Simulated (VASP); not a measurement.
The system is Mn.

```
Mn
1.0
     4.04933    0.00000    0.00000
    -2.02467    3.50682    0.00000
     0.00000    0.00000    2.48224
Mn
3
Direct
  0.00000 0.00000 0.00000
  0.33333 0.66667 0.50000
  0.66667 0.33333 0.50000
```

This isn't the form of Mn at room conditions, which is a 58-atom cubic cell.

| Property | Result |
| --- | --- |
| Program | VASP 6.6.1 |
| Task | relaxation of cell and atoms |
| Functional | revPBE |
| Potentials or basis | VASP PAW PBE potentials, release 64 (Mn_pv) |
| Cutoff | 600 eV |
| k mesh | 9 × 9 × 13 |
| Occupations | fermi-dirac, width 0.1 eV |
| Spin | no spin polarisation |

At the start: pressure -15.7 GPa; volume 11.75 Å³/atom.

Where does the relaxation end?

Over 9 steps the energy falls by 45.3 meV/atom and the volume is 10.95 Å³/atom (-6.8 %); space group P6/mmm (No. 191, to 0.1 Å) before and after.

The path:
```tsv
step	energy change (eV)	largest force (eV/Å)	pressure (GPa)	volume (Å³)
1	0.0000	0.0000	-15.68	35.25
2	0.1635	0.0000	33.20	29.70
3	-0.1326	0.0000	-0.13	32.87
4	-0.1327	0.0000	0.29	32.82
5	-0.1327	0.0000	0.67	32.77
6	-0.1359	0.0000	0.43	32.81
7	-0.1359	0.0000	0.42	32.81
8	-0.1359	0.0000	-0.53	32.93
9	-0.1360	0.0000	0.01	32.86
```

Final structure:
```
Mn
1.0
     3.92673    0.00000    0.00000
    -1.96337    3.40065    0.00000
     0.00000    0.00000    2.46110
Mn
3
Direct
  0.00000 0.00000 0.00000
  0.33333 0.66667 0.50000
  0.66667 0.33333 0.50000
```

Caveat: the PAW data sets were made with another functional, which shifts forces and pressure a little; the run has no spin polarisation, though such a crystal can be magnetic.
